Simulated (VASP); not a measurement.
# V (Im-3m) in VASP: a series of runs, part 2 of 2

VASP 6.6.1. Earlier steps stand in the parts before.

## (3) Single point, LDA+U, collinear spin, ferromagnetic start

File INCAR:

```
SYSTEM = V
PREC = Accurate
ENCUT = 500
EDIFF = 1E-6
ISMEAR = 0
SIGMA = 0.1
LREAL = .False.
LASPH = .True.
NELM = 200
ALGO = Normal
ISIF = 2
LWAVE = .False.
LCHARG = .False.
ISPIN = 2
MAGMOM = 0.51
LORBIT = 11
LMAXMIX = 4
LDAU = .True.
LDAUTYPE = 1
LDAUL = 2
LDAUU = 3.5
LDAUJ = 0.45
LDAUPRINT = 1
NBANDS = 16
GGA_COMPAT = .False.
```

File KPOINTS:

```
Automatic mesh
0
Gamma
  6 6 6
  0 0 0
```

File POSCAR:

```
V
1.0
   -1.5130000000      1.5130000000      1.5130000000
    1.5130000000     -1.5130000000      1.5130000000
    1.5130000000      1.5130000000     -1.5130000000
V
1
Direct
    0.0000000000      0.0000000000      0.0000000000
```

Potentials or basis: VASP PAW LDA potentials, release 64 (V_sv).

Command:

```
$ cat potpaw_LDA.64/V_sv/POTCAR > POTCAR
$ mpirun -np 1 vasp_std > vasp.out
```

OUTCAR:

```text
SYSTEM = V
   PREC = Accurate
   ENCUT = 500
   EDIFF = 1E-6
   ISMEAR = 0
   LREAL = .False.
   LASPH = .True.
   NELM = 200
   ISIF = 2
   ISPIN = 2
   LORBIT = 11

 ion  position               nearest neighbor table
   1  0.000  0.000  0.000-

  LATTYP: Found a body centered cubic cell.
 ALAT       =     3.0260000000

  Lattice vectors:

 A1 = (  -1.5130000000,   1.5130000000,   1.5130000000)
 A2 = (   1.5130000000,  -1.5130000000,   1.5130000000)
 A3 = (   1.5130000000,   1.5130000000,  -1.5130000000)

Analysis of symmetry for initial positions (statically):
=====================================================================
 Subroutine PRICEL returns:
 Original cell was already a primitive cell.

 Routine SETGRP: Setting up the symmetry group for a
 body centered cubic supercell.

 Subroutine GETGRP returns: Found 48 space group operations
 (whereof 48 operations were pure point group operations)
 out of a pool of 48 trial point group operations.

The static configuration has the point symmetry O_h .

Analysis of symmetry for dynamics (positions and initial velocities):
=====================================================================
 Subroutine PRICEL returns:
 Original cell was already a primitive cell.

 Routine SETGRP: Setting up the symmetry group for a
 body centered cubic supercell.

 Subroutine GETGRP returns: Found 48 space group operations
 (whereof 48 operations were pure point group operations)
 out of a pool of 48 trial point group operations.

The dynamic configuration has the point symmetry O_h .

Analysis of structural, dynamic, and magnetic symmetry:
=====================================================================
 Subroutine PRICEL returns:
 Original cell was already a primitive cell.

 Routine SETGRP: Setting up the symmetry group for a
 body centered cubic supercell.

 Subroutine GETGRP returns: Found 48 space group operations
 (whereof 48 operations were pure point group operations)
 out of a pool of 48 trial point group operations.

The overall configuration has the point symmetry O_h .

 Subroutine INISYM returns: Found 48 space group operations
 (whereof 48 operations are pure point group operations),
 and found     1 'primitive' translations

----------------------------------------------------------------------------------------

                                     Primitive cell

  volume of cell :      13.8541

  direct lattice vectors                    reciprocal lattice vectors
    -1.513000000  1.513000000  1.513000000     0.000000000  0.330469266  0.330469266
     1.513000000 -1.513000000  1.513000000     0.330469266  0.000000000  0.330469266
     1.513000000  1.513000000 -1.513000000     0.330469266  0.330469266  0.000000000

  length of vectors
     2.620592872  2.620592872  2.620592872     0.467354118  0.467354118  0.467354118

  position of ions in fractional coordinates (direct lattice)
     0.000000000  0.000000000  0.000000000

[... 101 lines left out ...]
 spin polarized calculation
 Gauss-broadening in eV      SIGMA  =   0.10
  energy-cutoff  :      500.00
  volume of cell :       13.85
 maximum number of plane-waves:       370
   NGX =  9   NGY =  9   NGZ =  9

atom =   1  type =  1  l = 2

 onsite density matrix

spin component  1

  0.4540 -0.0000 -0.0000 -0.0000 -0.0000
 -0.0000  0.4540 -0.0000 -0.0000 -0.0000
 -0.0000 -0.0000  0.2315 -0.0000  0.0000
 -0.0000 -0.0000 -0.0000  0.4540  0.0000
 -0.0000 -0.0000  0.0000  0.0000  0.2315

spin component  2

  0.2283 -0.0000 -0.0000 -0.0000 -0.0000
 -0.0000  0.2283  0.0000 -0.0000 -0.0000
 -0.0000  0.0000  0.2560  0.0000  0.0000
 -0.0000 -0.0000  0.0000  0.2283  0.0000
 -0.0000 -0.0000  0.0000  0.0000  0.2560

 occupancies and eigenvectors

  o =  0.2283  v =  0.0000  0.0000  0.0000  0.0000  0.0000  0.0000 -0.9654  0.0000 -0.2607 -0.0000      0.0000  0.0000  0.0000  0.0000  0.0000  0.0000  0.0000  0.0000  0.0000  0.0000
  o =  0.2283  v =  0.0000  0.0000  0.0000  0.0000  0.0000  1.0000  0.0000  0.0000  0.0000  0.0000      0.0000  0.0000  0.0000  0.0000  0.0000  0.0000  0.0000  0.0000  0.0000  0.0000
  o =  0.2283  v =  0.0000  0.0000  0.0000  0.0000  0.0000  0.0000 -0.2607 -0.0000  0.9654 -0.0000      0.0000  0.0000  0.0000  0.0000  0.0000  0.0000  0.0000  0.0000  0.0000  0.0000
  o =  0.2315  v =  0.0000 -0.0000 -0.9999 -0.0000  0.0159  0.0000  0.0000  0.0000  0.0000  0.0000      0.0000  0.0000  0.0000  0.0000  0.0000  0.0000  0.0000  0.0000  0.0000  0.0000
  o =  0.2315  v =  0.0000  0.0000  0.0159  0.0000  0.9999  0.0000  0.0000  0.0000  0.0000  0.0000      0.0000  0.0000  0.0000  0.0000  0.0000  0.0000  0.0000  0.0000  0.0000  0.0000
  o =  0.2560  v =  0.0000  0.0000  0.0000  0.0000  0.0000  0.0000  0.0000  1.0000  0.0000 -0.0061      0.0000  0.0000  0.0000  0.0000  0.0000  0.0000  0.0000  0.0000  0.0000  0.0000
  o =  0.2560  v =  0.0000  0.0000  0.0000  0.0000  0.0000  0.0000  0.0000 -0.0061  0.0000 -1.0000      0.0000  0.0000  0.0000  0.0000  0.0000  0.0000  0.0000  0.0000  0.0000  0.0000
  o =  0.4540  v =  0.0000  0.9839  0.0000 -0.1786 -0.0000  0.0000  0.0000  0.0000  0.0000  0.0000      0.0000  0.0000  0.0000  0.0000  0.0000  0.0000  0.0000  0.0000  0.0000  0.0000
  o =  0.4540  v =  1.0000  0.0000  0.0000  0.0000  0.0000  0.0000  0.0000  0.0000  0.0000  0.0000      0.0000  0.0000  0.0000  0.0000  0.0000  0.0000  0.0000  0.0000  0.0000  0.0000
  o =  0.4540  v =  0.0000 -0.1786  0.0000 -0.9839 -0.0000  0.0000  0.0000  0.0000  0.0000  0.0000      0.0000  0.0000  0.0000  0.0000  0.0000  0.0000  0.0000  0.0000  0.0000  0.0000

 number of electron      12.9999996 magnetization       0.7774044

 Free energy of the ion-electron system (eV)
  ---------------------------------------------------
  ext. energy  EPLUGINS =         0.00000000
  ---------------------------------------------------
  free energy    TOTEN  =        -6.69339604 eV

  energy without entropy =       -6.68616650  energy(sigma->0) =       -6.68978127

 E-fermi :   9.5825     XC(G=0): -13.0927

 val. band max:        9.4518018794   @ k =   0.1667   0.1667   0.0000
 cond. band min:       9.6236265635   @ k =   0.3333   0.1667   0.0000
 fundamental gap:      0.1718246841
 Fermi energy:         9.5824672554

 spin component 1

 k-point     1 :       0.0000    0.0000    0.0000
  band No.  band energies     occupation
      1     -54.3578      1.00000
      2     -28.0959      1.00000
      3     -28.0959      1.00000
      4     -28.0959      1.00000
      5       2.4942      1.00000
      6       9.1414      1.00000
[... 280 lines left out ...]
      2     -28.6710      1.00000
      3     -28.6710      1.00000
      4     -28.6710      1.00000
      5       6.6617      1.00000
      6       6.6617      1.00000
[... 8 lines left out ...]
     15      30.0307      0.00000
     16      40.5194      0.00000
 Fermi energy:         9.5824672554

 spin component 2

 k-point     1 :       0.0000    0.0000    0.0000
  band No.  band energies     occupation
      1     -53.7884      1.00000
      2     -27.5331      1.00000
      3     -27.5331      1.00000
      4     -27.5331      1.00000
      5       2.8751      1.00000
      6      10.5181      0.00000
[... 281 lines left out ...]
      3     -28.1084      1.00000
      4     -28.1084      1.00000
      5       6.8502      1.00000
      6       6.8502      1.00000
[... 8 lines left out ...]
     15      30.3636      0.00000
     16      41.1390      0.00000

------------------------ aborting loop because EDIFF is reached ----------------------------------------

  FORCE on cell =-STRESS in cart. coord.  units (eV):
  Direction    XX          YY          ZZ          XY          YZ          ZX
  --------------------------------------------------------------------------------------
  -------------------------------------------------------------------------------------
  Total       -0.5362428     -0.5362428     -0.5362428      0.0000000     -0.0000000      0.0000000
  in kB      -62.0147916    -62.0147916    -62.0147916      0.0000000     -0.0000000      0.0000000
  external PRESSURE =     -62.0147916 kB  Pullay stress =       0.0000000 kB

 VOLUME and BASIS-vectors are now :
 -----------------------------------------------------------------------------
  energy-cutoff  :      500.00
  volume of cell :       13.85
      direct lattice vectors                 reciprocal lattice vectors
    -1.513000000  1.513000000  1.513000000     0.000000000  0.330469266  0.330469266
     1.513000000 -1.513000000  1.513000000     0.330469266  0.000000000  0.330469266
     1.513000000  1.513000000 -1.513000000     0.330469266  0.330469266  0.000000000

 POSITION                                       TOTAL-FORCE (eV/Angst)
 -----------------------------------------------------------------------------------
      0.00000      0.00000      0.00000        -0.000000      0.000000     -0.000000
 -----------------------------------------------------------------------------------
    total drift:                                0.000000     -0.000000      0.000000

  FREE ENERGIE OF THE ION-ELECTRON SYSTEM (eV)
  ---------------------------------------------------
  free  energy   TOTEN  =        -6.6933960430 eV

  energy  without entropy=       -6.6861665033  energy(sigma->0) =       -6.68978127

 total charge

# of ion       s       p       d       tot
------------------------------------------
    1        2.348   6.240   2.993  11.582

 magnetization (x)

# of ion       s       p       d       tot
------------------------------------------
    1        0.005   0.041   0.624   0.671
```

Run time: 14 s. Hardware: 1 thread of AMD EPYC 7R13, shared host; peak memory 0.09 GiB.

What came out:

- Free energy: -6.6934 eV
- Pressure: -6.2 GPa
- Net moment: 0.78 μB per cell
- Site moments: V +0.67 μB
- Valence electrons inside the program's atomic spheres: V 11.58

Eigenvalues of the final occupation matrices:
```tsv
site	spin	trace	eigenvalues
site 1 d	1	1.82	0.23 0.23 0.45 0.45 0.45
site 1 d	2	1.20	0.23 0.23 0.23 0.26 0.26
```

Caveat: the k points lie up to 0.49 Å⁻¹ apart; the U is typed as a test and isn't derived for this compound. The state reached can hang on the start; a lower one may exist.
